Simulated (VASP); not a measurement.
# MgO (Fm-3m) in VASP: further runs

MgO is run at these levels: LDA; tasks: single point, relaxation of cell and atoms.

All numbers are computed with VASP 6.6.1; they aren't measurements. Logs are shortened: lines on timing, memory, paths and dates and some standing lists are left out, and cuts for length are marked.

**What was measured.**

From “Electronic structure of alkaline earth and post-transition metal oxides”, 2009, arxiv:0908.1581, for a bulk crystal of MgO: band gap 7.83 eV.

How close the calculation comes is told below.

## (1) The cell of the first run

The structure is cubic, space group Fm-3m (No. 225). The conventional cell has a = 4.163 Å, b = 4.163 Å, c = 4.163 Å, α = 90.00°, β = 90.00°, γ = 90.00°. Mg (site symmetry m-3m) has 6 O at 2.08 Å within 2.8 Å. Within 2.8 Å of O (site symmetry m-3m) lie 6 Mg at 2.08 Å.

## (2) Single point, LDA

Contents of INCAR:

```
PREC = Accurate
ENCUT = 750
EDIFF = 1E-6
ISMEAR = 0
SIGMA = 0.1
LREAL = F
LASPH = T
NELM = 120
ALGO = Normal
ISIF = 2
LWAVE = F
LCHARG = F
NBANDS = 15
GGA_COMPAT = F
```

Contents of KPOINTS:

```
Automatic mesh
0
Gamma
  8 8 8
```

Contents of POSCAR:

```
MgO
1.0
    0.0000000000      2.0816499858      2.0816499858
    2.0816499858      0.0000000000      2.0816499858
    2.0816499858      2.0816499858      0.0000000000
Mg O
1 1
Direct
    0.0000000000      0.0000000000      0.0000000000
    0.5000000000      0.5000000000      0.5000000000
```

Potentials or basis: VASP PAW LDA potentials, release 64 (Mg_sv, O).

On the command line:

```
> cat potpaw_LDA.64/Mg_sv/POTCAR potpaw_LDA.64/O/POTCAR > POTCAR
> mpirun -np 1 vasp_std > vasp.out
```

OUTCAR:

```text
PREC = Accurate
   ENCUT = 750
   EDIFF = 1E-6
   ISMEAR = 0
   LREAL = F
   LASPH = T
   NELM = 120
   ISIF = 2

 ion  position               nearest neighbor table
   1  0.000  0.000  0.000-   2 2.08   2 2.08   2 2.08   2 2.08   2 2.08   2 2.08
   2  0.500  0.500  0.500-   1 2.08   1 2.08   1 2.08   1 2.08   1 2.08   1 2.08

  LATTYP: Found a face centered cubic cell.
 ALAT       =     4.1632999716

  Lattice vectors:

 A1 = (   0.0000000000,   2.0816499858,   2.0816499858)
 A2 = (   2.0816499858,   0.0000000000,   2.0816499858)
 A3 = (   2.0816499858,   2.0816499858,   0.0000000000)

Analysis of symmetry for initial positions (statically):
=====================================================================
 Subroutine PRICEL returns:
 Original cell was already a primitive cell.

 Routine SETGRP: Setting up the symmetry group for a
 face centered cubic supercell.

 Subroutine GETGRP returns: Found 48 space group operations
 (whereof 48 operations were pure point group operations)
 out of a pool of 48 trial point group operations.

The static configuration has the point symmetry O_h .

Analysis of symmetry for dynamics (positions and initial velocities):
=====================================================================
 Subroutine PRICEL returns:
 Original cell was already a primitive cell.

 Routine SETGRP: Setting up the symmetry group for a
 face centered cubic supercell.

 Subroutine GETGRP returns: Found 48 space group operations
 (whereof 48 operations were pure point group operations)
 out of a pool of 48 trial point group operations.

The dynamic configuration has the point symmetry O_h .

 Subroutine INISYM returns: Found 48 space group operations
 (whereof 48 operations are pure point group operations),
 and found     1 'primitive' translations

----------------------------------------------------------------------------------------

                                     Primitive cell

  volume of cell :      18.0407

  direct lattice vectors                    reciprocal lattice vectors
     0.000000000  2.081649986  2.081649986    -0.240194078  0.240194078  0.240194078
     2.081649986  0.000000000  2.081649986     0.240194078 -0.240194078  0.240194078
     2.081649986  2.081649986  0.000000000     0.240194078  0.240194078 -0.240194078

  length of vectors
     2.943897642  2.943897642  2.943897642     0.416028348  0.416028348  0.416028348

  position of ions in fractional coordinates (direct lattice)
[... 90 lines left out ...]
   NELECT =      16.0000    total number of electrons
   NUPDOWN=      -1.0000    fix difference up-down
   EMIN   =  10.00;   EMAX   =-10.00  energy-range for DOS
   EFERMI =   0.00;   METHOD = LEGACY
   ISMEAR =     0;   SIGMA  =   0.10  broadening in eV -4-tet -1-fermi 0-gaus
   EFERMI_NEDOS =   21; number of points for ismear=-14 and -15
   IALGO  =     38    algorithm
   IMIX   =      4    mixing-type and parameters
     AMIX     =   0.40;   BMIX     =  1.00
     AMIX_MAG =   1.60;   BMIX_MAG =  1.00
  volume/ion in A,a.u.               =       9.02        60.87
  Fermi-wavevector in a.u.,A,eV,Ry     =   1.572886  2.972323 33.660391  2.473969
  Thomas-Fermi vector in A             =   2.674253
   LORBIT       =      0    0 simple, 1 ext, 2 COOP (PROOUT), +10 PAW based schemes
   GGA     = CA    functional components
   LHFCALC =     F    Hartree Fock is set to
   AEXX    =    0.0000 exact exchange contribution
   IVDW    =     0    specifies the selected vdW correction
   LEPSILON=     F    determine dielectric tensor
   LRPA    =     F    only Hartree local field effects (RPA)
 non-spin polarized calculation
 Gauss-broadening in eV      SIGMA  =   0.10
  energy-cutoff  :      750.00
  volume of cell :       18.04
 maximum number of plane-waves:       869
 NGX is ok and might be reduce to    28
   NGX = 13   NGY = 13   NGZ = 13

 number of electron      15.9999996 magnetization

 Free energy of the ion-electron system (eV)
  ---------------------------------------------------
  ext. energy  EPLUGINS =         0.00000000
  ---------------------------------------------------
  free energy    TOTEN  =       -13.23564397 eV

  energy without entropy =      -13.23564397  energy(sigma->0) =      -13.23564397

 E-fermi :   3.5531     XC(G=0): -12.1151

 val. band max:        2.8387779398   @ k =   0.0000   0.0000   0.0000
 cond. band min:       7.8566658101   @ k =   0.0000   0.0000   0.0000
 fundamental gap:      5.0178878703
 Fermi energy:         3.5531172529

 k-point     1 :       0.0000    0.0000    0.0000
  band No.  band energies     occupation
      1     -68.3848      2.00000
      2     -35.8449      2.00000
      3     -35.8449      2.00000
      4     -35.8449      2.00000
      5     -14.3308      2.00000
      6       2.8388      2.00000
      7       2.8388      2.00000
      8       2.8388      2.00000
      9       7.8567      0.00000
     10      18.5578      0.00000
     11      18.5578      0.00000
     12      18.5578      0.00000
     13      22.6784      0.00000
     14      24.3548      0.00000
[... 401 lines left out ...]
      2     -35.9323      2.00000
      3     -35.8805      2.00000
      4     -35.8636      2.00000
      5     -12.7027      2.00000
      6      -1.3608      2.00000
      7       0.7964      2.00000
      8       1.7849      2.00000
      9      12.5891      0.00000
     10      15.1725      0.00000
     11      16.4419      0.00000
     12      19.8612      0.00000
     13      23.5038      0.00000
     14      25.0485      0.00000
     15      29.2079      0.00000

 [... further k-points ...]

------------------------ aborting loop because EDIFF is reached ----------------------------------------

  FORCE on cell =-STRESS in cart. coord.  units (eV):
  Direction    XX          YY          ZZ          XY          YZ          ZX
  --------------------------------------------------------------------------------------
  -------------------------------------------------------------------------------------
  Total       -0.0514526     -0.0514526     -0.0514526     -0.0000000      0.0000000     -0.0000000
  in kB       -4.5694588     -4.5694588     -4.5694588     -0.0000000      0.0000000     -0.0000000
  external PRESSURE =      -4.5694588 kB  Pullay stress =       0.0000000 kB

 VOLUME and BASIS-vectors are now :
 -----------------------------------------------------------------------------
  energy-cutoff  :      750.00
  volume of cell :       18.04
      direct lattice vectors                 reciprocal lattice vectors
     0.000000000  2.081649986  2.081649986    -0.240194078  0.240194078  0.240194078
     2.081649986  0.000000000  2.081649986     0.240194078 -0.240194078  0.240194078
     2.081649986  2.081649986  0.000000000     0.240194078  0.240194078 -0.240194078

 POSITION                                       TOTAL-FORCE (eV/Angst)
 -----------------------------------------------------------------------------------
      0.00000      0.00000      0.00000         0.000000      0.000000     -0.000000
      2.08165      2.08165      2.08165        -0.000000     -0.000000      0.000000
 -----------------------------------------------------------------------------------
    total drift:                                0.000000      0.000000      0.000000

  FREE ENERGIE OF THE ION-ELECTRON SYSTEM (eV)
  ---------------------------------------------------
  free  energy   TOTEN  =       -13.2356439672 eV

  energy  without entropy=      -13.2356439672  energy(sigma->0) =      -13.23564397
```

stdout:

```text
POSCAR found type information on POSCAR MgO
 POSCAR found :  2 types and       2 ions
 scaLAPACK will be used
 LDA part: xc-table for (Slater(with rela. corr.)+CA(PZ))
 , standard interpolation
 POSCAR, INCAR and KPOINTS ok, starting setup
 FFT: planning ... GRIDC
 FFT: planning ... GRID_SOFT
 FFT: planning ... GRID
 WAVECAR not read
 entering main loop
```

It took 9.1 s on 1 thread of AMD EPYC 9R45 (Zen 5), shared host; peak memory 0.11 GiB.

What came out:

- Free energy: -13.2356 eV
- Pressure: -0.5 GPa
- Band gap on the k mesh: 5.02 eV

Levels at points of the mesh, in eV from the valence-band top:
| k point | band 5 | band 6 | band 7 | band 8 | band 9 | band 10 | band 11 | band 12 |
| --- | --- | --- | --- | --- | --- | --- | --- | --- |
| (0.00, 0.00, 0.00) | -17.17 | 0.00 | 0.00 | 0.00 | 5.02 | 15.72 | 15.72 | 15.72 |
| (0.50, 0.00, 0.00) | -15.69 | -4.85 | -0.71 | -0.71 | 7.96 | 12.81 | 16.37 | 16.37 |
| (0.50, 0.50, 0.00) | -15.46 | -4.26 | -1.41 | -1.41 | 8.93 | 10.12 | 13.26 | 19.18 |

## (3) Single point, LDA

Contents of INCAR:

```
ALGO = Normal
EDIFF = 1E-6
ENCUT = 750
GGA_COMPAT = False
ISIF = 2
ISMEAR = 0
LASPH = True
LCHARG = False
LREAL = False
LWAVE = False
NBANDS = 15
NELM = 120
PREC = Accurate
SIGMA = 0.02
```

Contents of KPOINTS:

```
k-points
0
Gamma
  8 8 8
```

Contents of POSCAR:

```
MgO
1.0
    0.0000000000      2.0803529754      2.0803529754
    2.0803529754      0.0000000000      2.0803529754
    2.0803529754      2.0803529754      0.0000000000
Mg O
1 1
Direct
    0.0000000000      0.0000000000      0.0000000000
    0.5000000000      0.5000000000      0.5000000000
```

Potentials or basis: VASP PAW LDA potentials, release 64 (Mg_sv, O).

On the command line:

```
> cat potpaw_LDA.64/Mg_sv/POTCAR potpaw_LDA.64/O/POTCAR > POTCAR
> mpirun -np 1 vasp_std > vasp.out
```

Wall time 9.2 s (1 thread of AMD EPYC 9R45 (Zen 5), shared host); peak memory 0.11 GiB.

The run converged. Its results:

```yaml
Free_energy: -13.2354 eV
Pressure: -0.1 GPa
Band_gap_on_the_k_mesh: 5.04 eV
```

Levels at points of the mesh, in eV from the valence-band top:
| k point | band 6 | band 7 | band 8 | band 9 | band 10 | band 11 |
| --- | --- | --- | --- | --- | --- | --- |
| (0.00, 0.00, 0.00) | 0.00 | 0.00 | 0.00 | 5.04 | 15.73 | 15.73 |
| (0.50, 0.00, 0.00) | -4.86 | -0.71 | -0.71 | 7.97 | 12.83 | 16.39 |
| (0.50, 0.50, 0.00) | -4.27 | -1.42 | -1.42 | 8.93 | 10.14 | 13.28 |

(Continued in part 2 of 2.)
